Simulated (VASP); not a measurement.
# MnSb (rocksalt type): electric field gradients with PBE

The system is MnSb (rocksalt type).

```
Mn Sb
1.0
     0.00000    2.74817    2.74817
     2.74817    0.00000    2.74817
     2.74817    2.74817    0.00000
Mn Sb
1 1
Direct
  0.00000 0.00000 0.00000
  0.50000 0.50000 0.50000
```

```json
{
  "Program": "VASP 6.6.1",
  "Task": "electric field gradients",
  "Functional": "PBE",
  "Potentials or basis": "VASP PAW PBE potentials, release 64 (Mn_pv, Sb)",
  "Cutoff": "520 eV",
  "k mesh": "11 × 11 × 11",
  "Occupations": "fermi-dirac, width 0.03 eV",
  "Spin": "collinear spin, ferromagnetic start",
  "Starting moments": "[4.0, 0.0] μB",
  "Dipole correction": "no",
  "Further INCAR settings": "ALGO = Normal; EDIFF = 1e-08; NBANDS = 20"
}
```

The pressure is 2.9 GPa. The net moment is 3.73 μB per cell and the site moments are Mn +3.66; Sb -0.10 μB. The largest electric field gradient by atom is zero within the noise of the run. The valence electrons inside the program's atomic spheres are Mn 11.51; Sb 2.50.

Levels at points of the mesh, in eV from the Fermi level:
Spin up:
| k point | band 9 | band 10 | band 11 | band 12 | band 13 | band 14 |
| --- | --- | --- | --- | --- | --- | --- |
| (0.00, 0.00, 0.00) | -2.80 | 1.41 | 1.41 | 1.41 | 5.58 | 8.11 |
Spin down:
| k point | band 5 | band 6 | band 7 | band 8 | band 9 | band 10 |
| --- | --- | --- | --- | --- | --- | --- |
| (0.00, 0.00, 0.00) | 0.06 | 0.06 | 0.14 | 0.14 | 0.14 | 1.43 |

It took 62 s on 1 thread of Intel(R) Xeon(R) 6975P-C (Granite Rapids), on a shared host, peak memory 0.23 GiB.

Caveat: spin-orbit coupling is left out, which moves the levels of the heavy elements; a cell with one magnetic atom can't hold antiferromagnetic order, which such compounds often take.
